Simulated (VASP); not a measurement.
# MgSc (Pm-3m) in VASP: single point with LDA

Aim: the single point of MgSc with LDA.

All numbers are computed with VASP 6.6.1; they aren't measurements. Logs are shortened: lines on timing, memory, paths and dates and some standing lists are left out, and cuts for length are marked.

### Step 1. The cell of the first run

The structure is cubic, space group Pm-3m (No. 221). Conventional cell: a = 3.596 Å, b = 3.596 Å, c = 3.596 Å, α = 90.00°, β = 90.00°, γ = 90.00°. Mg (site symmetry m-3m) has 8 Sc at 3.11 Å and 6 Mg at 3.60 Å within 4.1 Å. Sc (site symmetry m-3m) has 8 Mg at 3.11 Å and 6 Sc at 3.60 Å within 4.1 Å.

### Step 2. Single point, LDA, collinear spin

INCAR reads:

```
PREC = Accurate
ENCUT = 600
EDIFF = 1E-6
ISMEAR = 1
SIGMA = 0.1
LREAL = F
LASPH = T
NELM = 200
ALGO = Normal
ISIF = 2
LWAVE = F
LCHARG = F
ISPIN = 2
MAGMOM = 0.07 0.27
LORBIT = 11
LMAXMIX = 4
GGA = CA
NBANDS = 18
GGA_COMPAT = F
```

KPOINTS reads:

```
Automatic mesh
0
Gamma
  4 4 4
```

POSCAR reads:

```
MgSc
1.0
    3.5964512400      0.0000000000      0.0000000000
    0.0000000000      3.5964512400      0.0000000000
    0.0000000000      0.0000000000      3.5964512400
Mg Sc
1 1
Direct
    0.0000000000      0.0000000000      0.0000000000
    0.5000000000      0.5000000000      0.5000000000
```

Potentials or basis: VASP PAW LDA potentials, release 64 (Mg, Sc_sv).

Run with:

```
$ cat potpaw_LDA.64/Mg/POTCAR potpaw_LDA.64/Sc_sv/POTCAR > POTCAR
$ mpirun -np 1 vasp_std > vasp.out
```

OUTCAR:

```text
PREC = Accurate
   ENCUT = 600
   EDIFF = 1E-6
   ISMEAR = 1
   LREAL = F
   LASPH = T
   NELM = 200
   ISIF = 2
   ISPIN = 2
   LORBIT = 11
   GGA = CA

 ion  position               nearest neighbor table
   1  0.000  0.000  0.000-   2 3.11   2 3.11   2 3.11   2 3.11   2 3.11   2 3.11   2 3.11   2 3.11

   2  0.500  0.500  0.500-   1 3.11   1 3.11   1 3.11   1 3.11   1 3.11   1 3.11   1 3.11   1 3.11

  LATTYP: Found a simple cubic cell.
 ALAT       =     3.5964512400

  Lattice vectors:

 A1 = (   3.5964512400,   0.0000000000,   0.0000000000)
 A2 = (   0.0000000000,   3.5964512400,   0.0000000000)
 A3 = (   0.0000000000,   0.0000000000,   3.5964512400)

Analysis of symmetry for initial positions (statically):
=====================================================================
 Subroutine PRICEL returns:
 Original cell was already a primitive cell.

 Routine SETGRP: Setting up the symmetry group for a
 simple cubic supercell.

 Subroutine GETGRP returns: Found 48 space group operations
 (whereof 48 operations were pure point group operations)
 out of a pool of 48 trial point group operations.

The static configuration has the point symmetry O_h .

Analysis of symmetry for dynamics (positions and initial velocities):
=====================================================================
 Subroutine PRICEL returns:
 Original cell was already a primitive cell.

 Routine SETGRP: Setting up the symmetry group for a
 simple cubic supercell.

 Subroutine GETGRP returns: Found 48 space group operations
 (whereof 48 operations were pure point group operations)
 out of a pool of 48 trial point group operations.

The dynamic configuration has the point symmetry O_h .

Analysis of structural, dynamic, and magnetic symmetry:
=====================================================================
 Subroutine PRICEL returns:
 Original cell was already a primitive cell.

 Routine SETGRP: Setting up the symmetry group for a
 simple cubic supercell.

 Subroutine GETGRP returns: Found 48 space group operations
 (whereof 48 operations were pure point group operations)
 out of a pool of 48 trial point group operations.

The overall configuration has the point symmetry O_h .

 Subroutine INISYM returns: Found 48 space group operations
 (whereof 48 operations are pure point group operations),
 and found     1 'primitive' translations

----------------------------------------------------------------------------------------

                                     Primitive cell

  volume of cell :      46.5182

  direct lattice vectors                    reciprocal lattice vectors
     3.596451240  0.000000000  0.000000000     0.278051872  0.000000000  0.000000000
     0.000000000  3.596451240  0.000000000     0.000000000  0.278051872  0.000000000
     0.000000000  0.000000000  3.596451240     0.000000000  0.000000000  0.278051872

  length of vectors
     3.596451240  3.596451240  3.596451240     0.278051872  0.278051872  0.278051872

  position of ions in fractional coordinates (direct lattice)
     0.000000000  0.000000000  0.000000000
     0.500000000  0.500000000  0.500000000

  ion indices of the primitive-cell ions
   primitive index   ion index
                 1           1
                 2           2

----------------------------------------------------------------------------------------

 KPOINTS: Automatic mesh

Automatic generation of k-mesh.
 Grid dimensions read from file:
 generate k-points for:    4    4    4

 Generating k-lattice:

  Cartesian coordinates                     Fractional coordinates (reciprocal lattice)
     0.069512968  0.000000000  0.000000000     0.250000000  0.000000000  0.000000000
     0.000000000  0.069512968  0.000000000     0.000000000  0.250000000  0.000000000
     0.000000000  0.000000000  0.069512968     0.000000000  0.000000000  0.250000000

  Length of vectors
     0.069512968  0.069512968  0.069512968

  Shift w.r.t. Gamma in fractional coordinates (k-lattice)
     0.000000000  0.000000000  0.000000000

 Subroutine IBZKPT returns following result:
 ===========================================

 Found     10 irreducible k-points:

 Following reciprocal coordinates:
            Coordinates               Weight
  0.000000  0.000000  0.000000      1.000000
  0.250000  0.000000  0.000000      6.000000
  0.500000  0.000000  0.000000      3.000000
  0.250000  0.250000  0.000000     12.000000
  0.500000  0.250000  0.000000     12.000000
  0.500000  0.500000  0.000000      3.000000
  0.250000  0.250000  0.250000      8.000000
  0.500000  0.250000  0.250000     12.000000
  0.500000  0.500000  0.250000      6.000000
  0.500000  0.500000  0.500000      1.000000
   k-points           NKPTS =     10   k-points in BZ     NKDIM =     10   number of bands    NBANDS=     18
   number of dos      NEDOS =    301   number of ions     NIONS =      2
   total plane-waves  NPLWV =  27000
   dimension x,y,z NGX =    30 NGY =   30 NGZ =   30
   dimension x,y,z NGXF=    60 NGYF=   60 NGZF=   60
   ions per type =               1   1
   NGX,Y,Z   is equivalent  to a cutoff of  13.87, 13.87, 13.87 a.u.
   NGXF,Y,Z  is equivalent  to a cutoff of  27.73, 27.73, 27.73 a.u.
 SYSTEM =  unknown system
   PREC   = accura    normal or accurate (medium, high low for compatibility)
   ISTART =      0    job   : 0-new  1-cont  2-samecut
   ICHARG =      2    charge: 1-file 2-atom 10-const
   ISPIN  =      2    spin polarized calculation?
   LNONCOLLINEAR =      F non collinear calculations
   LSORBIT =      F    spin-orbit coupling
   LASPH  =      T    aspherical Exc in radial PAW
   ENCUT  =  600.0 eV  44.10 Ry    6.64 a.u.   7.18  7.18  7.18*2*pi/ulx,y,z
   NELM   =    200;   NELMIN=  2; NELMDL= -5     # of ELM steps
   EDIFF  = 0.1E-05   stopping-criterion for ELM
   LREAL  =      F    real-space projection
   EDIFFG = 0.1E-04   stopping-criterion for IOM
   NSW    =      0    number of steps for IOM
   IBRION =     -1    ionic relax: 0-MD 1-quasi-New 2-CG
   NFREE  =      0    steps in history (QN), initial steepest desc. (CG)
   ISIF   =      2    stress and relaxation
   ISYM   =      2    0-nonsym 1-usesym 2-fastsym
   POTIM  = 0.5000    time-step for ionic-motion
   TEBEG  =    0.0;   TEEND  =   0.0 temperature during run
   PSTRESS=    0.0 pullay stress
   NELECT =      13.0000    total number of electrons
   NUPDOWN=      -1.0000    fix difference up-down
   EMIN   =  10.00;   EMAX   =-10.00  energy-range for DOS
   EFERMI =   0.00;   METHOD = LEGACY
   ISMEAR =     1;   SIGMA  =   0.10  broadening in eV -4-tet -1-fermi 0-gaus
   EFERMI_NEDOS =   21; number of points for ismear=-14 and -15
   IALGO  =     38    algorithm
   IMIX   =      4    mixing-type and parameters
     AMIX     =   0.40;   BMIX     =  1.00
     AMIX_MAG =   1.60;   BMIX_MAG =  1.00
  volume/ion in A,a.u.               =      23.26       156.96
  Fermi-wavevector in a.u.,A,eV,Ry     =   1.070324  2.022618 15.586734  1.145593
  Thomas-Fermi vector in A             =   2.206030
   LORBIT       =     11    0 simple, 1 ext, 2 COOP (PROOUT), +10 PAW based schemes
   GGA     = CA    functional components
   LHFCALC =     F    Hartree Fock is set to
   AEXX    =    0.0000 exact exchange contribution
   IVDW    =     0    specifies the selected vdW correction
   LEPSILON=     F    determine dielectric tensor
   LRPA    =     F    only Hartree local field effects (RPA)
 spin polarized calculation
 Methfessel and Paxton  Order N= 1 SIGMA  =   0.10
  energy-cutoff  :      600.00
  volume of cell :       46.52
 maximum number of plane-waves:      1596
 NGX is ok and might be reduce to    30
   NGX = 15   NGY = 15   NGZ = 15

 number of electron      13.0000002 magnetization       0.0046375

 number of electron      13.0000003 magnetization      -0.0009643

 Free energy of the ion-electron system (eV)
  ---------------------------------------------------
  ext. energy  EPLUGINS =         0.00000000
  ---------------------------------------------------
  free energy    TOTEN  =        -8.54458476 eV

  energy without entropy =       -8.53743463  energy(sigma->0) =       -8.54220138

 E-fermi :   2.8468     XC(G=0):  -9.5419

 val. band max:        2.8246221426   @ k =   0.2500   0.2500   0.2500
 cond. band min:       2.8785058861   @ k =   0.5000   0.2500   0.2500
 fundamental gap:      0.0538837434
 Fermi energy:         2.8467733698

 spin component 1

 k-point     1 :       0.0000    0.0000    0.0000
  band No.  band energies     occupation
      1     -46.2472      1.00000
      2     -25.1725      1.00000
      3     -25.1725      1.00000
      4     -25.1725      1.00000
      5      -2.9968      1.00000
      6       2.8085      0.79924
[... 10 lines left out ...]
     17      18.5390      0.00000
     18      18.5390      0.00000

 k-point     2 :       0.2500    0.0000    0.0000
  band No.  band energies     occupation
      1     -46.2441      1.00000
      2     -25.2158      1.00000
      3     -25.1688      1.00000
      4     -25.1688      1.00000
      5      -2.2176      1.00000
      6       2.2732      1.00000
[... 10 lines left out ...]
     17      15.3210      0.00000
     18      16.4271      0.00000

 k-point     3 :       0.5000    0.0000    0.0000
  band No.  band energies     occupation
      1     -46.2410      1.00000
      2     -25.2589      1.00000
      3     -25.1652      1.00000
      4     -25.1652      1.00000
      5      -0.1301      1.00000
      6      -0.0934      1.00000
[... 118 lines left out ...]
 k-point     9 :       0.5000    0.5000    0.2500
  band No.  band energies     occupation
      1     -46.2319      1.00000
      2     -25.2434      1.00000
      3     -25.2434      1.00000
      4     -25.1984      1.00000
      5       1.2527      1.00000
      6       2.2678      1.00000
[... 10 lines left out ...]
     17      12.9395      0.00000
     18      18.9251      0.00000

 k-point    10 :       0.5000    0.5000    0.5000
  band No.  band energies     occupation
      1     -46.2290      1.00000
      2     -25.2387      1.00000
      3     -25.2387      1.00000
      4     -25.2387      1.00000
      5       1.9698      1.00000
      6       1.9698      1.00000
[... 10 lines left out ...]
     17      10.3153      0.00000
     18      23.3046      0.00000
 Fermi energy:         2.8467733698

 spin component 2

 k-point     1 :       0.0000    0.0000    0.0000
  band No.  band energies     occupation
      1     -46.2476      1.00000
      2     -25.1729      1.00000
      3     -25.1729      1.00000
      4     -25.1729      1.00000
      5      -2.9972      1.00000
      6       2.8081      0.80189
[... 10 lines left out ...]
     17      18.5386      0.00000
     18      18.5386      0.00000

 k-point     2 :       0.2500    0.0000    0.0000
  band No.  band energies     occupation
      1     -46.2445      1.00000
      2     -25.2163      1.00000
      3     -25.1692      1.00000
      4     -25.1692      1.00000
      5      -2.2180      1.00000
      6       2.2728      1.00000
[... 10 lines left out ...]
     17      15.3206      0.00000
     18      16.4269      0.00000

 k-point     3 :       0.5000    0.0000    0.0000
  band No.  band energies     occupation
      1     -46.2414      1.00000
      2     -25.2593      1.00000
      3     -25.1656      1.00000
      4     -25.1656      1.00000
      5      -0.1305      1.00000
      6      -0.0938      1.00000
[... 118 lines left out ...]
 k-point     9 :       0.5000    0.5000    0.2500
  band No.  band energies     occupation
      1     -46.2324      1.00000
      2     -25.2438      1.00000
      3     -25.2438      1.00000
      4     -25.1989      1.00000
      5       1.2523      1.00000
      6       2.2674      1.00000
[... 10 lines left out ...]
     17      12.9391      0.00000
     18      18.9248      0.00000

 k-point    10 :       0.5000    0.5000    0.5000
  band No.  band energies     occupation
      1     -46.2294      1.00000
      2     -25.2391      1.00000
      3     -25.2391      1.00000
      4     -25.2391      1.00000
      5       1.9694      1.00000
      6       1.9694      1.00000
[... 10 lines left out ...]
     17      10.3149      0.00000
     18      23.3043      0.00000

------------------------ aborting loop because EDIFF is reached ----------------------------------------

  FORCE on cell =-STRESS in cart. coord.  units (eV):
  Direction    XX          YY          ZZ          XY          YZ          ZX
  --------------------------------------------------------------------------------------
  -------------------------------------------------------------------------------------
  Total       -0.9478674     -0.9478674     -0.9478674      0.0000000      0.0000000      0.0000000
  in kB      -32.6464259    -32.6464259    -32.6464259      0.0000000      0.0000000      0.0000000
  external PRESSURE =     -32.6464259 kB  Pullay stress =       0.0000000 kB

 VOLUME and BASIS-vectors are now :
 -----------------------------------------------------------------------------
  energy-cutoff  :      600.00
  volume of cell :       46.52
      direct lattice vectors                 reciprocal lattice vectors
     3.596451240  0.000000000  0.000000000     0.278051872  0.000000000  0.000000000
     0.000000000  3.596451240  0.000000000     0.000000000  0.278051872  0.000000000
     0.000000000  0.000000000  3.596451240     0.000000000  0.000000000  0.278051872

 POSITION                                       TOTAL-FORCE (eV/Angst)
 -----------------------------------------------------------------------------------
      0.00000      0.00000      0.00000         0.000000      0.000000      0.000000
      1.79823      1.79823      1.79823         0.000000      0.000000      0.000000
 -----------------------------------------------------------------------------------
    total drift:                                0.000000      0.000000      0.000000

  FREE ENERGIE OF THE ION-ELECTRON SYSTEM (eV)
  ---------------------------------------------------
  free  energy   TOTEN  =        -8.5445847604 eV

  energy  without entropy=       -8.5374346291  energy(sigma->0) =       -8.54220138

 total charge

# of ion       s       p       d       tot
------------------------------------------
    1        0.231   0.155   0.012   0.399
    2        2.228   6.106   0.998   9.333
--------------------------------------------------
tot          2.459   6.262   1.011   9.732

 magnetization (x)

# of ion       s       p       d       tot
------------------------------------------
    1        0.000  -0.000  -0.000  -0.000
    2        0.000  -0.000  -0.001  -0.001
--------------------------------------------------
tot          0.000  -0.000  -0.001  -0.001
```

It took 21 s on 1 thread of AMD EPYC 7R43 (Zen 3), shared host; peak memory 0.13 GiB.

What came out:

- Free energy: -8.5446 eV
- Pressure: -3.3 GPa
- Net moment: 0.00 μB per cell
- Valence electrons inside the program's atomic spheres: Mg 0.40; Sc 9.33

Levels at points of the mesh, in eV from the Fermi level:
Spin up:
```
           k point  band 5  band 6  band 7  band 8  band 9  band 10
(0.00, 0.00, 0.00)   -5.84   -0.04   -0.04    2.42    2.42     2.42
(0.50, 0.00, 0.00)   -2.98   -2.94    0.55    1.32    1.32     2.55
(0.50, 0.50, 0.00)   -2.09   -0.32   -0.17   -0.17    1.63     1.63
(0.50, 0.50, 0.50)   -0.88   -0.88   -0.88    3.10    3.10     3.10
```
Spin down:
| k point | band 3 | band 4 | band 5 | band 6 | band 7 | band 8 | band 9 | band 10 | band 11 | band 12 |
| --- | --- | --- | --- | --- | --- | --- | --- | --- | --- | --- |
| (0.00, 0.00, 0.00) | -28.02 | -28.02 | -5.84 | -0.04 | -0.04 | 2.42 | 2.42 | 2.42 | 5.25 | 5.25 |
| (0.50, 0.00, 0.00) | -28.01 | -28.01 | -2.98 | -2.94 | 0.55 | 1.32 | 1.32 | 2.55 | 3.30 | 6.99 |
| (0.50, 0.50, 0.00) | -28.10 | -28.01 | -2.09 | -0.32 | -0.17 | -0.17 | 1.63 | 1.63 | 3.11 | 4.30 |
| (0.50, 0.50, 0.50) | -28.09 | -28.09 | -0.88 | -0.88 | -0.88 | 3.10 | 3.10 | 3.10 | 3.15 | 3.15 |

Caveat: the k points lie up to 0.44 Å⁻¹ apart.
